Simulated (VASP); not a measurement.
Here is a VASP 6.6.1 calculation.

The input INCAR:

```
ALGO = Fast
EDIFF = 1E-6
ENCUT = 520
GGA = PS
ISIF = 2
ISMEAR = 0
LASPH = T
LCHARG = F
LREAL = F
LWAVE = F
NBANDS = 17
NELM = 60
PREC = Accurate
SIGMA = 0.15
```

The input KPOINTS:

```
k-points
0
Gamma
  24 24 14
```

The input POSCAR:

```
Pt
1.0
    2.8614281013      0.0000000000      0.0000000000
   -1.4307140507      2.4780694268      0.0000000000
    0.0000000000      0.0000000000      4.4714653493
Pt
2
Direct
    0.6666666667      0.3333333333      0.7500000000
    0.3333333333      0.6666666667      0.2500000000
```

Potentials or basis: VASP PAW PBE potentials, release 64 (Pt).

Run with:

```sh
$ cat potpaw_PBE.64/Pt/POTCAR > POTCAR
$ mpirun -np 1 vasp_std > vasp.out
```

Q: Estimate the pressure.

A: -11.0 GPa.

Q: Predict the band gap on the k mesh.

A: Zero (bands 10 and 11 overlap by 1.16 eV).

Stress tensor (GPa, compression positive):
```
-14.10   0.00   0.00
  0.00 -14.10   0.00
  0.00   0.00  -4.94
```

Caveat: the cell differs from its parent crystal (strain +0.050 along x and y, -0.050 along z); the cell stands under tension; the PAW data sets were made with another functional, which shifts forces and pressure a little; spin-orbit coupling is left out, which moves the levels of the heavy elements.
